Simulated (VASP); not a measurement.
The system is Rh.

```
Rh
1.0
     0.00000    1.89785    1.89785
     1.89785    0.00000    1.89785
     1.89785    1.89785    0.00000
Rh
1
Direct
  0.00000 0.00000 0.00000
```

| Quantity | Value |
| --- | --- |
| Program | VASP 6.6.1 |
| Task | relaxation of cell and atoms |
| Functional | RPBE |
| Potentials or basis | VASP PAW PBE potentials, release 64 (Rh_pv) |
| Cutoff | 600 eV |
| k mesh | 12 × 12 × 12 |
| Occupations | fermi-dirac, width 0.05 eV |
| Spin | no spin polarisation |

At the start: pressure 12.1 GPa; volume 13.67 Å³/atom.

**Question.** How do energy, volume and symmetry change on relaxing?

**Answer.** Over 4 steps the energy falls by 22.3 meV/atom and the volume is 14.30 Å³/atom (+4.6 %); space group Fm-3m (No. 225, to 0.05 Å).

Step by step:
```tsv
step	energy change (eV)	largest force (eV/Å)	pressure (GPa)	volume (Å³)
1	0.0000	0.0000	12.07	13.67
2	0.0743	0.0000	-18.31	15.81
3	-0.0222	0.0000	-0.38	14.32
4	-0.0223	0.0000	-0.07	14.30
```

Final structure:
```xyz
1
Lattice="0.0000 1.9264 1.9264 1.9264 0.0000 1.9264 1.9264 1.9264 0.0000" Properties=species:S:1:pos:R:3 pbc="T T T"
Rh    0.0000    0.0000    0.0000
```

Caveat: the PAW data sets were made with another functional, which shifts forces and pressure a little.
